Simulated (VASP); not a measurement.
Set up this calculation in VASP 6.6.1, as the native input.

- Task: single point
- Functional: PBE0
- Potentials or basis: VASP PAW PBE potentials, release 64 (Sb)
- Cutoff: 520 eV
- k mesh: 8 × 8 × 8
- Occupations: fermi-dirac, width 0.05 eV
- Spin: no spin polarisation
- Dipole correction: no
- Grid for exact exchange (PRECFOCK): Normal
- Further INCAR settings: ALGO = Normal; EDIFF = 1e-07; NBANDS = 8
- Share of exact exchange: 0.25

Crystal: Sb.

```
CELL_PARAMETERS angstrom
-1.56596 1.56596 2.69374
1.56596 -1.56596 2.69374
1.56596 1.56596 -2.69374
ATOMIC_POSITIONS crystal
Sb 0.00000 0.00000 0.00000
```

The input as run:

POSCAR

```
Sb
1.0
   -1.5659590577      1.5659590577      2.6937369538
    1.5659590577     -1.5659590577      2.6937369538
    1.5659590577      1.5659590577     -2.6937369538
Sb
1
Direct
    0.0000000000      0.0000000000      0.0000000000
```

INCAR.step1

```
PREC     = Accurate       # precision mode
ENCUT    = 520            # plane-wave cutoff, eV
EDIFF    = 1E-5           # SCF threshold, eV
ISMEAR   = -1             # smearing method
SIGMA    = 0.05           # smearing width, eV
LREAL    = False          # projectors in reciprocal space
LASPH    = True           # aspherical terms in the spheres
NELM     = 100            # most SCF steps
ALGO     = Normal         # electronic algorithm
ISIF     = 2              # what is computed and relaxed
LWAVE    = True           # write WAVECAR
LCHARG   = False          # write CHGCAR
GGA      = PE             # functional
NBANDS   = 8              # bands
```

INCAR.step2

```
PREC     = Accurate       # precision mode
ENCUT    = 520            # plane-wave cutoff, eV
EDIFF    = 1E-7           # SCF threshold, eV
ISMEAR   = -1             # smearing method
SIGMA    = 0.05           # smearing width, eV
LREAL    = False          # projectors in reciprocal space
LASPH    = True           # aspherical terms in the spheres
NELM     = 100            # most SCF steps
ALGO     = Normal         # electronic algorithm
ISIF     = 2              # what is computed and relaxed
LWAVE    = False          # write WAVECAR
LCHARG   = False          # write CHGCAR
GGA      = PE             # functional
LHFCALC  = True           # exact exchange
AEXX     = 0.25           # exact-exchange fraction
PRECFOCK = Normal       
ISTART   = 1            
NBANDS   = 8              # bands
```

KPOINTS

```
Automatic mesh
0
Gamma
  8 8 8
```

Potentials or basis: VASP PAW PBE potentials, release 64 (Sb).

Run with:

```sh
$ cat potpaw_PBE.64/Sb/POTCAR > POTCAR
$ cp INCAR.step1 INCAR
$ mpirun -np 1 vasp_std > vasp.out
$ cp INCAR.step2 INCAR
$ mpirun -np 1 vasp_std > vasp.out
```

Results of the run:

The pressure is -0.4 GPa. The band gap on the k mesh is zero (an odd number of electrons rules out a gap without spin polarisation).

Caveat: the PAW data sets were made with another functional, which shifts forces and pressure a little; spin-orbit coupling is left out, which moves the levels of the heavy elements.

Wall time 75 min on 1 thread of AMD EPYC 7R43 64-Core Processor (Zen 3), with other jobs on the host, peak memory 0.16 GiB.
